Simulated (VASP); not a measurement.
Set up this calculation in VASP 6.6.1, as the native input.

- Task: single point
- Functional: r2SCAN
- Potentials or basis: VASP PAW PBE potentials, release 64 (Sn_d, O)
- Cutoff: 520 eV
- k mesh: 6 × 6 × 6
- Occupations: gaussian, width 0.02 eV
- Spin: no spin polarisation
- Dipole correction: no
- Further INCAR settings: ALGO = Normal; EDIFF = 1e-07; NBANDS = 64

Crystal: SnO2.

```xyz
12
Lattice="-3.1922 3.3465 3.3465 3.1922 -3.3465 3.3465 3.1922 3.3465 -3.3465" Properties=species:S:1:pos:R:3 pbc="T T T"
Sn    0.0000    5.0197    1.6732
Sn    3.1922   -1.6732    1.6733
Sn    1.5961    1.6732    1.6732
Sn   -1.5961    1.6732    1.6732
O     1.5961    1.6732   -0.3726
O     3.1922    2.9739    1.6733
O     4.7882    1.6732   -0.3726
O     3.1922    0.3726    1.6733
O     0.0000    2.9739    1.6732
O     0.0000    0.3726    1.6732
O    -1.5961    1.6732    3.7191
O     1.5961    1.6732    3.7191
```

These files were run (other wordings do the same):

POSCAR

```
SnO2
1.0
   -3.1921730220      3.3464908319      3.3464906523
    3.1921730220     -3.3464908319      3.3464906523
    3.1921730220      3.3464908319     -3.3464906523
Sn O
4 8
Direct
    0.9999950706      0.2499950706      0.7500000000
    0.0000049294      0.7500049294      0.2500000000
    0.5000000000      0.5000000000      0.5000000000
    0.5000000000      0.0000000000      0.0000000000
    0.1943337401      0.1943374375      0.5000036974
    0.6943390313      0.7500052896      0.9443337417
    0.1943337401      0.6943300427      0.9999963026
    0.3056715478      0.7500052896      0.5556662583
    0.6943284522      0.2499947104      0.4443337417
    0.3056609687      0.2499947104      0.0556662583
    0.8056662599      0.3056699573      0.0000036974
    0.8056662599      0.8056625625      0.4999963026
```

INCAR.step1

```
  ALGO = Normal
  EDIFF = 1E-4
  ENCUT = 520
  GGA = PE
  ISMEAR = 0
  LASPH = T
  LCHARG = F
  LREAL = F
  LWAVE = T
  NBANDS = 64
  NELM = 80
  PREC = Accurate
  SIGMA = 0.02
```

INCAR.step2

```
  ALGO = Normal
  EDIFF = 1E-7
  ENCUT = 520
  ISIF = 2
  ISMEAR = 0
  ISTART = 1
  LASPH = T
  LCHARG = T
  LELF = T
  LMIXTAU = T
  LREAL = F
  LVHAR = T
  LWAVE = F
  METAGGA = R2SCAN
  NBANDS = 64
  NELM = 80
  PREC = Accurate
  SIGMA = 0.02
```

KPOINTS

```
k-points
0
Gamma
  6 6 6
```

Potentials or basis: VASP PAW PBE potentials, release 64 (Sn_d, O).

Run with:

```bash
$ cat potpaw_PBE.64/Sn_d/POTCAR potpaw_PBE.64/O/POTCAR > POTCAR
$ cp INCAR.step1 INCAR
$ mpirun -np 1 vasp_std > vasp.out
$ cp INCAR.step2 INCAR
$ mpirun -np 1 vasp_std > vasp.out
```

Results of the run:

- Pressure: 4.2 GPa
- Largest force: 0.026 eV/Å
- Band gap on the k mesh: 1.95 eV

Caveat: the cell stands under pressure; the PAW data sets were made with another functional, which shifts forces and pressure a little; spin-orbit coupling is left out, which moves the levels of the heavy elements.

Wall time 30 min on 1 thread of Oxide Virtual Turin-like Processor, with other jobs on the host, peak memory 0.45 GiB.
